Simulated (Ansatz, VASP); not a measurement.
## One calculation of GaP, two programs

Contents of INCAR:

```
PREC = Accurate
ENCUT = 500
EDIFF = 1E-6
ISMEAR = -1
SIGMA = 0.05
LREAL = F
LASPH = T
NELM = 120
ALGO = Normal
ISIF = 2
LWAVE = F
LCHARG = F
GGA = PS
NBANDS = 16
GGA_COMPAT = F
```

Contents of KPOINTS:

```
regular mesh
0
Gamma
  7 7 7
```

File POSCAR:

```
GaP
1.0
    0.0000000000      2.7525025000      2.7252500000
    2.7525025000      0.0000000000      2.7252500000
    2.7525025000      2.7525025000      0.0000000000
Ga P
1 1
Direct
    0.0000000000      0.0000000000      0.0000000000
    0.7500000000      0.7500000000      0.7500000000
```

The input input.yaml:

```yaml
crystal:
  lattice:
    - [0.0, 2.7525025, 2.72525]
    - [2.7525025, 0.0, 2.72525]
    - [2.7525025, 2.7525025, 0.0]
  atoms:
    - { symbol: Ga, position: [0.0, 0.0, 0.0] }
    - { symbol: P, position: [0.75, 0.75, 0.75] }
hamiltonian:
  xc: pbesol
  pseudopotentials: { kind: paw }
kpoints:
  mp_grid: { grid: [7, 7, 7] }
scf:
  occupations: { method: fermi_dirac, width: 0.05 }
output:
  forces: true
  stress: true
  eigenvalues: true
  write_density: true
  write_potential: true
  elf: true
  volumetric_format: npy
```

Alike in both runs: task single point; functional PBEsol; k mesh 7 × 7 × 7; occupations fermi-dirac, width 0.05 eV; no spin polarisation.

|  | VASP | Ansatz |
| --- | --- | --- |
| version | VASP 6.6.1 | Ansatz 0.2.0 |
| potentials or method | VASP PAW PBE potentials, release 64 (Ga_d, P) | Ansatz PAW |
| plane-wave cutoff (eV) | 500 | 420 |
| valence electrons in the cell | 18 | 18 |

Ansatz gave:

* gap on the k mesh at the Fermi level (eV): 1.41
* least direct gap on the mesh (eV): 1.54
* pressure (GPa): -2.1
* traceless stress, the component that is largest in VASP (GPa): 0.48

Q: What did VASP give for the same quantities?

A: gap on the k mesh at the Fermi level (eV): 1.41; least direct gap on the mesh (eV): 1.55; pressure (GPa): -2.2; traceless stress, the component that is largest in VASP (GPa): 0.49.

VASP's potentials were made for PBE, not for PBEsol.

Noted on Ansatz's run: odd divisions of the mesh miss points on the zone boundary, where band edges often lie, so the gap on the mesh can be too wide.
